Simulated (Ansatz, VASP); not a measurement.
# LiCl in VASP and in Ansatz

File INCAR:

```
SYSTEM = LiCl
PREC     = Accurate       ! precision mode
ENCUT    = 520            ! plane-wave cutoff, eV
EDIFF    = 1E-6           ! SCF threshold, eV
ISMEAR   = 0              ! smearing method
SIGMA    = 0.05           ! smearing width, eV
LREAL    = .FALSE.        ! projectors in reciprocal space
LASPH    = .TRUE.         ! aspherical terms in the spheres
NELM     = 60             ! most SCF steps
ALGO     = Normal         ! electronic algorithm
ISIF     = 2              ! what is computed and relaxed
LWAVE    = .FALSE.        ! write WAVECAR
LCHARG   = .TRUE.         ! write CHGCAR
GGA      = PE             ! functional
LELF     = .TRUE.         ! ELF
LVHAR    = .TRUE.       
NBANDS   = 12             ! bands
```

KPOINTS

```
regular mesh
0
G
  8 8 8
  0 0 0
```

POSCAR

```
LiCl
1.0
    1.0028528329      3.1518231890      3.1518231890
    3.1518231890      1.0028528329      3.1518231890
    3.1518231890      3.1518231890      1.0028528329
Li Cl
1 1
Direct
    0.0000000000      0.0000000000      0.0000000000
    0.5000000000      0.5000000000      0.5000000000
```

Input for Ansatz:

```yaml
crystal:
  lattice:
    - [1.0028528329, 3.151823189, 3.151823189]
    - [3.151823189, 1.0028528329, 3.151823189]
    - [3.151823189, 3.151823189, 1.0028528329]
  atoms:
    - { symbol: Li, position: [0.0, 0.0, 0.0] }
    - { symbol: Cl, position: [0.5, 0.5, 0.5] }
basis:
  ecutwfc: 420
kpoints:
  mp_grid: { grid: [8, 8, 8] }
hamiltonian:
  xc: pbe
scf:
  occupations: { method: gaussian, width: 0.05 }
output:
  forces: true
  stress: true
  eigenvalues: true
```

Alike in both runs: task single point; functional PBE; k mesh 8 × 8 × 8; occupations gaussian, width 0.05 eV; no spin polarisation.

|  | VASP | Ansatz |
| --- | --- | --- |
| version | VASP 6.6.1 | Ansatz 0.2.0 |
| potentials or method | VASP PAW PBE potentials, release 64 (Li_sv, Cl), cutoff 520 eV | scalar-relativistic, plane waves, PAW |
| valence electrons in the cell | 10 | 10 |

```csv
,VASP,Ansatz,Ansatz less VASP
gap on the k mesh at the Fermi level (eV),0.93,0.90,-0.025
least direct gap on the mesh (eV),0.93,0.90,-0.025
```

The functional is the same, so the differences come from potentials, cutoffs and numerics.

Noted on VASP's run: the cutoff is short for stress, so the pressure is rough.
